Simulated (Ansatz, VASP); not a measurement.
Ti: VASP beside Ansatz

```
CELL_PARAMETERS angstrom
0.00000 2.01405 2.01405
2.01405 0.00000 2.01405
2.01405 2.01405 0.00000
ATOMIC_POSITIONS crystal
Ti 0.00000 0.00000 0.00000
```

Alike in both runs: task single point; functional PBE; k mesh 18 × 18 × 18; occupations gaussian, width 0.1 eV; no spin polarisation.

```csv
,VASP,Ansatz
version,VASP 6.6.1,Ansatz 0.2.0
potentials or method,"VASP PAW PBE potentials, release 64 (Ti_sv)","scalar-relativistic, plane waves, PAW"
plane-wave cutoff (eV),500,420
valence electrons in the cell,12,12
```

|  | VASP | Ansatz | Ansatz less VASP |
| --- | --- | --- | --- |
| gap on the k mesh at the Fermi level (eV) | none | none | - |
| pressure (GPa) | 7.0 | 7.4 | +0.42 |

A gap of «none» marks a metal or a gap that the smearing closes.
